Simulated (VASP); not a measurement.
# Mg9O8 (a cell with a defect) in VASP: a series of runs

Runs on Mg9O8 (a cell with a defect). Level: PBE. Tasks: single point.

Everything below comes from runs of VASP 6.6.1. Logs are shortened: lines on timing, memory, paths and dates and some standing lists are left out, and cuts for length are marked.

## 1. The cell of the first run

The cell holds a defect, 17 atoms: a = 6.159 Å, b = 6.159 Å, c = 6.159 Å, α = 60.00°, β = 60.00°, γ = 60.00°.

## 2. Single point, PBE

INCAR reads:

```
ALGO = Normal ; EDIFF = 1E-7
ENCUT = 520 ; GGA = PE
ISIF = 2 ; ISMEAR = -1
LASPH = True ; LCHARG = False
LREAL = Auto ; LWAVE = False
NBANDS = 47 ; NELM = 100
PREC = Accurate ; SIGMA = 0.02
```

KPOINTS reads:

```
k-points
0
Gamma
  2 2 2
```

POSCAR reads:

```
Mg9O8
1.0
    0.0000000000      4.3550000000      4.3550000000
    4.3550000000      0.0000000000      4.3550000000
    4.3550000000      4.3550000000      0.0000000000
Mg O
9 8
Direct
   -0.0173019518      0.0750975890     -0.0049253731
   -0.0166704937     -0.0027554535      0.4917795637
   -0.0397818599      0.5389322618     -0.0487600459
   -0.0155223881      0.4468197474      0.5366704937
    0.4973249139      0.0121125144     -0.0013892078
    0.5066130884     -0.0399540758      0.4905625718
    0.5550746269      0.4657979334      0.0185189437
    0.4949712974      0.4826176808      0.5195407577
    0.1341446613      0.6371756602      0.1015384615
    0.2554420207      0.2426980482      0.2818943743
    0.2474971297      0.2792078071      0.7503444317
    0.2544087256      0.7524569460      0.2434098737
    0.2536280138      0.7607921929      0.7434098737
    0.7930998852      0.2442594719      0.2515614237
    0.7423995408      0.2216417910      0.7623765786
    0.7451664753      0.7374512055      0.2469575201
    0.7298048220      0.7685648680      0.7593111366
```

Potentials or basis: VASP PAW PBE potentials, release 64 (Mg, O).

Started as:

```sh
$ cat potpaw_PBE.64/Mg/POTCAR potpaw_PBE.64/O/POTCAR > POTCAR
$ mpirun -np 1 vasp_std > vasp.out
```

OUTCAR:

```text
EDIFF = 1E-7
   ENCUT = 520
   GGA = PE
   ISIF = 2
   ISMEAR = -1
   LASPH = True
   LREAL = Auto
   NELM = 100
   PREC = Accurate

 ion  position               nearest neighbor table
   1  0.983  0.075  0.995-  14 1.88  11 2.05  15 2.13   9 2.21  12 2.30  13 2.47   7 2.53  16 2.53
                             4 2.60   3 2.67   2 2.85   5 3.00   6 3.06   5 3.19   6 3.23   2 3.36
   2  0.983  0.997  0.492-  14 1.89  17 2.11  12 2.15  15 2.16  10 2.28  13 2.28   3 2.83   1 2.85
                             4 2.92   8 3.00   6 3.06   5 3.06   5 3.11   6 3.11   8 3.16   4 3.26
   3  0.960  0.539  0.951-  17 1.85  11 2.04  14 2.09   9 2.14  16 2.18  13 2.28   7 2.55   1 2.67
                            10 2.73   4 2.80   2 2.83   5 2.90   8 3.01   8 3.21   5 3.29   2 3.34
   4  0.984  0.447  0.537-  10 2.02  15 2.04  11 2.13   9 2.21  16 2.31  17 2.39  12 2.51   1 2.60
                             3 2.80   7 2.83   2 2.92   8 2.96   6 3.06   6 3.12   8 3.21   2 3.26
   5  0.497  0.012  0.999-  15 1.98  17 2.10  16 2.17  11 2.17  12 2.19  10 2.25   3 2.90   6 2.91
                             8 2.92   1 3.00   7 3.05   2 3.06   2 3.11   7 3.15   1 3.19   8 3.24
   6  0.507  0.960  0.491-  13 1.98  16 2.03  10 2.03  17 2.17  14 2.50  11 2.53   8 2.89   5 2.91
                             7 3.04   4 3.06   2 3.06   1 3.06   2 3.11   4 3.12   7 3.18   1 3.23
   7  0.555  0.466  0.019-  14 2.05  17 2.12   9 2.14  15 2.21  12 2.25  10 2.29  13 2.51   1 2.53
                             3 2.55   4 2.83   8 2.97   6 3.04   5 3.05   5 3.15   6 3.18   8 3.22
   8  0.495  0.483  0.520-  11 1.97  15 2.14  13 2.19  16 2.20  14 2.22  12 2.25   6 2.89   5 2.92
                             4 2.96   7 2.97   2 3.00   3 3.01   2 3.16   4 3.21   3 3.21   7 3.22
   9  0.134  0.637  0.102-  13 1.80  12 1.90  16 1.96  10 2.00   3 2.14   7 2.14   4 2.21   1 2.21
                             6 3.44   8 3.47   6 3.53   2 3.55   5 3.55   2 3.60   5 3.61   5 3.62
  10  0.255  0.243  0.282-   9 2.00   4 2.02   6 2.03   5 2.25   2 2.28   7 2.29   3 2.73
  11  0.247  0.279  0.750-   8 1.97   3 2.04   1 2.05   4 2.13   5 2.17   6 2.53
  12  0.254  0.752  0.243-   9 1.90   2 2.15   5 2.19   7 2.25   8 2.25   1 2.30   4 2.51
  13  0.254  0.761  0.743-   9 1.80   6 1.98   8 2.19   3 2.28   2 2.28   1 2.47   7 2.51
  14  0.793  0.244  0.252-   1 1.88   2 1.89   7 2.05   3 2.09   8 2.22   6 2.50
  15  0.742  0.222  0.762-   5 1.98   4 2.04   1 2.13   8 2.14   2 2.16   7 2.21
  16  0.745  0.737  0.247-   9 1.96   6 2.03   5 2.17   3 2.18   8 2.20   4 2.31   1 2.53
  17  0.730  0.769  0.759-   3 1.85   5 2.10   2 2.11   7 2.12   6 2.17   4 2.39

  LATTYP: Found a face centered cubic cell.
 ALAT       =     8.7100000000

  Lattice vectors:

 A1 = (   0.0000000000,   4.3550000000,   4.3550000000)
 A2 = (   4.3550000000,   0.0000000000,   4.3550000000)
 A3 = (   4.3550000000,   4.3550000000,   0.0000000000)

Analysis of symmetry for initial positions (statically):
=====================================================================
 Subroutine PRICEL returns:
 Original cell was already a primitive cell.

 Routine SETGRP: Setting up the symmetry group for a
 face centered cubic supercell.

 Subroutine GETGRP returns: Found  1 space group operations
 (whereof  1 operations were pure point group operations)
 out of a pool of 48 trial point group operations.

The static configuration has the point symmetry C_1 .

Analysis of symmetry for dynamics (positions and initial velocities):
=====================================================================
 Subroutine PRICEL returns:
 Original cell was already a primitive cell.

 Routine SETGRP: Setting up the symmetry group for a
 face centered cubic supercell.

 Subroutine GETGRP returns: Found  1 space group operations
 (whereof  1 operations were pure point group operations)
 out of a pool of 48 trial point group operations.

The dynamic configuration has the point symmetry C_1 .

 Subroutine INISYM returns: Found  1 space group operations
 (whereof  1 operations are pure point group operations),
 and found     1 'primitive' translations

----------------------------------------------------------------------------------------

                                     Primitive cell

  volume of cell :     165.1941

  direct lattice vectors                    reciprocal lattice vectors
     0.000000000  4.355000000  4.355000000    -0.114810563  0.114810563  0.114810563
     4.355000000  0.000000000  4.355000000     0.114810563 -0.114810563  0.114810563
     4.355000000  4.355000000  0.000000000     0.114810563  0.114810563 -0.114810563

  length of vectors
     6.158900064  6.158900064  6.158900064     0.198857728  0.198857728  0.198857728

  position of ions in fractional coordinates (direct lattice)
     0.982698048  0.075097589  0.995074627
[... 50 lines left out ...]
     0.057405281  0.057405281 -0.057405281     0.000000000  0.000000000  0.500000000

[... 28 lines left out ...]
   NGXF,Y,Z  is equivalent  to a cutoff of  25.91, 25.91, 25.91 a.u.
 SYSTEM =  unknown system
   PREC   = accura    normal or accurate (medium, high low for compatibility)
   ISTART =      0    job   : 0-new  1-cont  2-samecut
   ICHARG =      2    charge: 1-file 2-atom 10-const
   ISPIN  =      1    spin polarized calculation?
   LNONCOLLINEAR =      F non collinear calculations
   LSORBIT =      F    spin-orbit coupling
   LASPH  =      T    aspherical Exc in radial PAW
   ENCUT  =  520.0 eV  38.22 Ry    6.18 a.u.  11.45 11.45 11.45*2*pi/ulx,y,z
   NELM   =    100;   NELMIN=  2; NELMDL= -5     # of ELM steps
   EDIFF  = 0.1E-06   stopping-criterion for ELM
   LREAL  =      T    real-space projection
   EDIFFG = 0.1E-05   stopping-criterion for IOM
   NSW    =      0    number of steps for IOM
   IBRION =     -1    ionic relax: 0-MD 1-quasi-New 2-CG
   NFREE  =      0    steps in history (QN), initial steepest desc. (CG)
   ISIF   =      2    stress and relaxation
   ISYM   =      2    0-nonsym 1-usesym 2-fastsym
   POTIM  = 0.5000    time-step for ionic-motion
   TEBEG  =    0.0;   TEEND  =   0.0 temperature during run
   PSTRESS=    0.0 pullay stress
   NELECT =      66.0000    total number of electrons
   NUPDOWN=      -1.0000    fix difference up-down
   EMIN   =  10.00;   EMAX   =-10.00  energy-range for DOS
   EFERMI =   0.00;   METHOD = LEGACY
   ISMEAR =    -1;   SIGMA  =   0.02  broadening in eV -4-tet -1-fermi 0-gaus
   EFERMI_NEDOS =   21; number of points for ismear=-14 and -15
   IALGO  =     38    algorithm
   IMIX   =      4    mixing-type and parameters
     AMIX     =   0.40;   BMIX     =  1.00
     AMIX_MAG =   1.60;   BMIX_MAG =  1.00
  volume/ion in A,a.u.               =       9.72        65.58
  Fermi-wavevector in a.u.,A,eV,Ry     =   1.205752  2.278541 19.780665  1.453838
  Thomas-Fermi vector in A             =   2.341439
   LORBIT       =      0    0 simple, 1 ext, 2 COOP (PROOUT), +10 PAW based schemes
   GGA     = PE    functional components
   LHFCALC =     F    Hartree Fock is set to
   AEXX    =    0.0000 exact exchange contribution
   IVDW    =     0    specifies the selected vdW correction
   LEPSILON=     F    determine dielectric tensor
   LRPA    =     F    only Hartree local field effects (RPA)
 non-spin polarized calculation
  energy-cutoff  :      520.00
  volume of cell :      165.19
 maximum number of plane-waves:      4477
 NGX is ok and might be reduce to    48
   NGX = 23   NGY = 23   NGZ = 23

 number of electron      66.0000001 magnetization

 Free energy of the ion-electron system (eV)
  ---------------------------------------------------
  ext. energy  EPLUGINS =         0.00000000
  ---------------------------------------------------
  free energy    TOTEN  =       -83.70054782 eV

  energy without entropy =      -83.69999616  energy(sigma->0) =      -83.70027199

 E-fermi :   8.8350     XC(G=0): -10.9553

 val. band max:        8.7323147005   @ k =   0.0000   0.5000   0.0000
 cond. band min:       8.9290603044   @ k =   0.5000   0.5000   0.5000
 fundamental gap:      0.1967456038
 Fermi energy:         8.8349835440

 k-point     1 :       0.0000    0.0000    0.0000
  band No.  band energies     occupation
      1     -14.0658      2.00000
      2     -13.1426      2.00000
      3     -13.0732      2.00000
      4     -12.9717      2.00000
      5     -12.9091      2.00000
      6     -12.8126      2.00000
[... 373 lines left out ...]
     44      13.2970      0.00000
     45      13.5220      0.00000
 [bands above 45 left out]

------------------------ aborting loop because EDIFF is reached ----------------------------------------

  FORCE on cell =-STRESS in cart. coord.  units (eV):
  Direction    XX          YY          ZZ          XY          YZ          ZX
  --------------------------------------------------------------------------------------
  -------------------------------------------------------------------------------------
  Total       22.6053033     28.8399230     25.3318477      0.4243114      0.5728862      0.5546011
  in kB      219.2433589    279.7114251    245.6874520      4.1152939      5.5562847      5.3789420
  external PRESSURE =     248.2140787 kB  Pullay stress =       0.0000000 kB

 VOLUME and BASIS-vectors are now :
 -----------------------------------------------------------------------------
  energy-cutoff  :      520.00
  volume of cell :      165.19
      direct lattice vectors                 reciprocal lattice vectors
     0.000000000  4.355000000  4.355000000    -0.114810563  0.114810563  0.114810563
     4.355000000  0.000000000  4.355000000     0.114810563 -0.114810563  0.114810563
     4.355000000  4.355000000  0.000000000     0.114810563  0.114810563 -0.114810563

 POSITION                                       TOTAL-FORCE (eV/Angst)
 -----------------------------------------------------------------------------------
      4.66060      8.61320      4.60670        -0.849495     -0.285018      0.951319
      6.48470      6.42410      8.62540         0.171976      1.451934      0.170088
      6.48970      8.32440      6.52880        -1.322741      0.318403     -0.986401
      4.28310      6.62460      6.23330         1.340346      1.190331     -0.827840
      4.40170      6.51480      2.21860        -0.018760     -0.368974     -0.575734
      6.31740      4.34270      6.38730         1.090749      0.752274      0.490453
[... 9 lines left out ...]
      4.28710      4.32070      6.45680        -0.365503      0.346123     -0.080350
      6.65390      6.48510      6.52540        -0.482201     -1.389237     -0.083896
 -----------------------------------------------------------------------------------
    total drift:                                0.006470     -0.003711     -0.001230

  FREE ENERGIE OF THE ION-ELECTRON SYSTEM (eV)
  ---------------------------------------------------
  free  energy   TOTEN  =       -83.7005478166 eV

  energy  without entropy=      -83.6999961577  energy(sigma->0) =      -83.70027199
```

Wall time 5.8 min (1 thread of Intel Xeon 8259CL, shared host); peak memory 0.33 GiB.

Results:

* Free energy: -83.7005 eV
* Pressure: 24.8 GPa
* Largest force: 2.230 eV/Å
* Band gap on the k mesh: zero (bands 33 and 34 overlap by 0.56 eV)

Forces on the atoms (eV/Å):
```
Mg  -0.849 -0.285  0.951
Mg   0.172  1.452  0.170
Mg  -1.323  0.318 -0.986
Mg   1.340  1.190 -0.828
Mg  -0.019 -0.369 -0.576
Mg   1.091  0.752  0.490
Mg  -0.839  0.746  0.934
Mg  -0.162 -0.202  0.404
Mg   1.011  0.653 -0.814
O   -0.323 -0.542  0.478
O   -0.111 -0.069 -0.905
O    0.132  0.270  0.239
O   -0.978 -1.143 -0.098
O    1.388 -1.726 -0.265
O    0.319 -0.004  0.969
O   -0.366  0.346 -0.080
O   -0.482 -1.389 -0.084
```

Levels at points of the mesh, in eV from the Fermi level:
| k point | band 29 | band 30 | band 31 | band 32 | band 33 | band 34 | band 35 | band 36 | band 37 | band 38 |
| --- | --- | --- | --- | --- | --- | --- | --- | --- | --- | --- |
| (0.00, 0.00, 0.00) | -6.36 | -6.08 | -6.03 | -5.94 | -2.55 | 0.52 | 0.66 | 0.91 | 1.10 | 1.66 |
| (0.50, 0.00, 0.00) | -6.42 | -6.26 | -6.23 | -6.13 | -0.34 | -0.12 | 1.58 | 1.80 | 1.88 | 2.56 |
| (0.00, 0.50, 0.00) | -6.40 | -6.33 | -6.29 | -6.14 | -0.31 | -0.10 | 1.43 | 1.93 | 2.14 | 2.50 |
| (0.00, 0.00, 0.50) | -6.55 | -6.32 | -6.29 | -6.05 | -0.42 | -0.14 | 1.63 | 1.72 | 2.00 | 2.50 |
| (0.50, 0.50, 0.50) | -6.48 | -6.32 | -6.17 | -6.14 | -0.34 | 0.09 | 1.64 | 1.84 | 2.03 | 2.44 |
| (0.50, 0.50, 0.00) | -6.63 | -6.47 | -6.29 | -6.25 | 0.41 | 0.52 | 1.60 | 1.74 | 2.23 | 2.67 |
| (0.00, 0.50, 0.50) | -6.53 | -6.46 | -6.44 | -6.34 | 0.36 | 0.53 | 1.68 | 1.92 | 2.08 | 2.27 |
| (0.50, 0.00, 0.50) | -6.60 | -6.43 | -6.39 | -6.28 | 0.42 | 0.45 | 1.62 | 1.75 | 2.26 | 2.55 |

Caveat: the k points lie up to 0.62 Å⁻¹ apart, too coarse for converged energies and pressures of a metal.

## 3. Single point, PBE

INCAR reads:

```
ALGO = Normal
EDIFF = 1E-6
ENCUT = 520
GGA = PE
ISIF = 2
ISMEAR = -1
LASPH = T
LCHARG = F
LREAL = Auto
LWAVE = F
NBANDS = 47
NELM = 80
PREC = Accurate
SIGMA = 0.02
```

KPOINTS is that of step 2.

POSCAR reads:

```
Mg9O8
1.0
    0.0000000000      4.3550000000      4.3550000000
    4.3550000000      0.0000000000      4.3550000000
    4.3550000000      4.3550000000      0.0000000000
Mg O
9 8
Direct
   -0.0342709529      0.0968427095     -0.0269690011
    0.0367508611     -0.0380826636      0.5199655568
   -0.0063030999      0.4587256028      0.0201033295
   -0.0100574053      0.4702640643      0.5697818599
    0.5242365098     -0.0220091848     -0.0010677382
    0.4936969001      0.0192307692      0.5015958668
    0.5531802526      0.4682663605     -0.0738920781
    0.5085419059      0.4889322618      0.4941905855
    0.1138231917      0.6727439724      0.1313432836
    0.2372445465      0.2613777268      0.2414006889
    0.2550516648      0.2482319173      0.7493340987
    0.2225947187      0.8015154994      0.2456027555
    0.2071297359      0.7059816303      0.7528473020
    0.7218943743      0.2870838117      0.2121814007
    0.7719632606      0.2188978186      0.7469804822
    0.7464982778      0.7509299656      0.2549024110
    0.7363375431      0.7344776119      0.7881171068
```

Potentials or basis: VASP PAW PBE potentials, release 64 (Mg, O).

Started as:

```sh
$ cat potpaw_PBE.64/Mg/POTCAR potpaw_PBE.64/O/POTCAR > POTCAR
$ mpirun -np 1 vasp_std > vasp.out
```

It took 5.1 min on 1 thread of Intel Xeon 8259CL, shared host; peak memory 0.33 GiB.

The run converged. Its results:

```
Free energy            : -83.1135 eV
Pressure               : 27.1 GPa
Largest force          : 3.492 eV/Å
Band gap on the k mesh : zero (bands 33 and 34 overlap by 0.46 eV)
```

Forces on the atoms (eV/Å):
```
Mg  -0.294  1.478 -0.396
Mg   0.936 -2.587  0.058
Mg  -0.146 -1.118 -0.073
Mg   0.253 -0.638  0.733
Mg   0.263 -0.388 -0.715
Mg  -0.679  0.267  0.271
Mg   2.062 -0.138 -0.119
Mg  -0.261 -0.720  0.080
Mg  -2.404 -0.146 -0.481
O    0.323  0.274  0.419
O   -0.183  0.350  0.353
O    0.658  1.280  0.791
O   -0.028  3.472  0.375
O    1.026  0.830 -0.997
O   -0.724 -1.205 -0.072
O    0.405 -0.263 -0.749
O   -1.206 -0.747  0.522
```

Stress tensor (GPa, compression positive):
```
28.29 -0.55  3.35
-0.55 27.21 -2.30
 3.35 -2.30 25.79
```

Levels at points of the mesh, in eV from the Fermi level:
```tsv
k point	band 31	band 32	band 33	band 34	band 35	band 36
(0.00, 0.00, 0.00)	-5.85	-5.71	-2.59	0.42	0.69	0.89
(0.50, 0.00, 0.00)	-6.09	-5.84	-0.55	-0.15	1.26	1.77
(0.00, 0.50, 0.00)	-5.97	-5.83	-0.44	-0.12	1.46	1.59
(0.00, 0.00, 0.50)	-6.00	-5.93	-0.50	-0.21	1.36	1.48
(0.50, 0.50, 0.50)	-6.04	-5.78	-0.44	0.12	1.50	1.79
(0.50, 0.50, 0.00)	-6.27	-6.01	0.25	0.45	1.62	1.70
(0.00, 0.50, 0.50)	-6.01	-5.93	0.19	0.33	1.59	1.68
(0.50, 0.00, 0.50)	-6.22	-5.97	0.18	0.41	1.53	1.76
```

Caveat: the k points lie up to 0.62 Å⁻¹ apart.

## 4. Single point, PBE

INCAR reads:

```
SYSTEM = Mg9O8
PREC = Accurate ; ENCUT = 520
EDIFF = 1E-6 ; ISMEAR = -1
SIGMA = 0.02 ; LREAL = Auto
LASPH = .True. ; NELM = 100
ALGO = Normal ; ISIF = 2
LWAVE = .False. ; LCHARG = .False.
GGA = PE ; NBANDS = 47
```

KPOINTS reads:

```
Automatic mesh
0
Gamma
  2 2 2
  0 0 0
```

POSCAR reads:

```
Mg9O8
1.0
    0.0000000000      4.3550000000      4.3550000000
    4.3550000000      0.0000000000      4.3550000000
    4.3550000000      4.3550000000      0.0000000000
Mg O
9 8
Direct
   -0.0431572905      0.0414810563     -0.0032261768
    0.0205855339      0.0075200918      0.5005166475
   -0.0353042480      0.5081171068     -0.0534902411
    0.0267853042      0.4375315729      0.5439839265
    0.4805281286      0.0102181401      0.0049138921
    0.5299540758      0.0104592423      0.4892192882
    0.5359127440      0.5211710677     -0.0112284730
    0.5047876005      0.5044202067      0.5154190586
    0.1307577497      0.5928702641      0.1142709529
    0.2496785304      0.2275889782      0.2632032147
    0.2661423651      0.2457979334      0.7487370838
    0.2324799082      0.7066475316      0.2853157290
    0.2690241102      0.7636739380      0.7504247991
    0.7302985075      0.2711710677      0.2479334099
    0.7217106774      0.2464867968      0.7764064294
    0.7374856487      0.7489667049      0.2109414466
    0.7356027555      0.7695177956      0.7610907003
```

Started as:

```sh
$ cat potpaw_PBE.64/Mg/POTCAR potpaw_PBE.64/O/POTCAR > POTCAR
$ mpirun -np 1 vasp_std > vasp.out
```

It took 4.7 min on 1 thread of Intel Xeon 8259CL, shared host; peak memory 0.33 GiB.

The run converged. Its results:

```
Free energy            : -83.5511 eV
Pressure               : 24.2 GPa
Largest force          : 2.324 eV/Å
Band gap on the k mesh : zero (bands 33 and 34 overlap by 0.58 eV)
```

Forces in eV/Å, atoms in the order of the input:
```
Mg   0.971 -0.157  0.663
Mg  -0.210 -0.584 -1.477
Mg  -0.696  0.494 -1.351
Mg   1.491  0.383 -0.860
Mg  -0.194 -0.083  0.313
Mg   0.055  0.181 -0.822
Mg  -1.558  1.077  1.347
Mg  -0.509 -0.161 -0.014
Mg   1.559 -1.077 -0.802
O    0.020  0.962  0.098
O    0.140  0.127 -0.350
O   -0.132 -0.473  0.698
O   -0.308 -0.411  0.252
O   -0.521  0.579  0.043
O   -0.202 -0.193  1.109
O    0.497  1.054  0.558
O   -0.406 -1.717  0.596
```

Stress tensor (GPa, compression positive):
```
18.07  1.33  0.32
 1.33 30.26  1.41
 0.32  1.41 24.27
```

Levels at points of the mesh, in eV from the Fermi level:
```tsv
k point	band 29	band 30	band 31	band 32	band 33	band 34	band 35	band 36	band 37	band 38
(0.00, 0.00, 0.00)	-6.30	-6.08	-5.99	-5.85	-2.55	0.52	0.62	0.86	1.12	1.67
(0.50, 0.00, 0.00)	-6.45	-6.31	-6.11	-5.93	-0.38	0.04	1.46	1.77	1.93	2.57
(0.00, 0.50, 0.00)	-6.36	-6.26	-6.20	-6.04	-0.41	-0.05	1.41	1.72	2.16	2.64
(0.00, 0.00, 0.50)	-6.37	-6.27	-6.19	-6.02	-0.37	-0.15	1.44	1.78	2.08	2.67
(0.50, 0.50, 0.50)	-6.36	-6.27	-6.14	-6.08	-0.35	-0.06	1.57	1.70	2.17	2.38
(0.50, 0.50, 0.00)	-6.55	-6.37	-6.27	-6.12	0.33	0.56	1.31	1.77	2.40	2.56
(0.00, 0.50, 0.50)	-6.53	-6.42	-6.30	-6.19	0.43	0.51	1.59	1.72	2.20	2.32
(0.50, 0.00, 0.50)	-6.50	-6.46	-6.41	-6.08	0.38	0.43	1.62	1.65	2.15	2.95
```

Caveat: the k points lie up to 0.62 Å⁻¹ apart, too coarse for converged energies and pressures of a metal.

## 5. Summary

| cell | gap on the mesh (eV) | pressure (GPa) | largest force (eV/Å) |
| --- | --- | --- | --- |
| as given, atomic positions A | none | 24.8 | 2.23 |
| as given, atomic positions B | none | 27.1 | 3.49 |
| as given, atomic positions C | none | 24.2 | 2.32 |

Alike in all rows: task single point; level PBE; potentials or basis VASP PAW PBE potentials, release 64 (Mg, O); no spin polarisation; k mesh 2 × 2 × 2; cutoff (eV) 520; smearing fermi-dirac 0.02 eV.

Caveats: all runs use coarse meshes.

Absolute energies hang on the potentials; compare differences alone.
